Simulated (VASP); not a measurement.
In: relaxation of cell and atoms with PBE

In:

```
In
1.0
     3.08779    0.00000    0.00000
     0.00000    3.08779    0.00000
     0.00000    0.00000    3.08779
In
1
Direct
  0.00000 0.00000 0.00000
```

This isn't the form of In at room conditions, which is tetragonal.

- Program: VASP 6.6.1
- Task: relaxation of cell and atoms
- Functional: PBE
- Potentials or basis: VASP PAW PBE potentials, release 64 (In_d)
- Cutoff: 600 eV
- k mesh: 14 × 14 × 14
- Occupations: gaussian, width 0.1 eV
- Spin: no spin polarisation
- Dipole correction: no
- Further INCAR settings: ALGO = Fast; EDIFF = 1e-06; IBRION = 2; EDIFFG = -0.01; NSW = 100; ISIF = 3

```yaml
Relaxed_volume: 29.46 Å³/atom
Relaxed_cell: a = 3.089 Å, b = 3.089 Å, c = 3.089 Å, α = 90.00°, β = 90.00°, γ = 90.00°
Space_group_after_relaxing_to_0.1_Å: Pm-3m (No. 221)
Energy_gained_by_relaxing: 0.0 meV/atom
Ionic_steps: 3
Pressure_after_relaxing: 0.0 GPa
Band_gap_on_the_k_mesh: zero (an odd number of electrons rules out a gap without spin polarisation)
```

Final structure:
```
In
1.0
     3.08858    0.00000    0.00000
     0.00000    3.08858    0.00000
     0.00000    0.00000    3.08858
In
1
Direct
  0.00000 0.00000 0.00000
```

Levels at points of the mesh, in eV from the Fermi level:
```csv
k point,band 2,band 3,band 4,band 5,band 6,band 7,band 8,band 9,band 10
"(0.00, 0.00, 0.00)",-14.94,-14.29,-14.29,-14.29,-8.85,7.08,7.08,7.08,10.23
"(0.50, 0.00, 0.00)",-14.48,-14.46,-14.46,-14.27,-5.39,-3.26,10.01,10.01,12.55
"(0.50, 0.50, 0.00)",-14.68,-14.44,-14.44,-14.10,-1.77,-0.59,-0.59,3.85,13.35
"(0.50, 0.50, 0.50)",-14.69,-14.69,-14.09,-14.09,2.02,2.02,2.02,2.44,7.05
```

Run time: 32 s on 1 thread of Intel(R) Xeon(R) 6975P-C (Granite Rapids) (shared host), peak memory 0.19 GiB.

Caveat: spin-orbit coupling is left out, which moves the levels of the heavy elements.
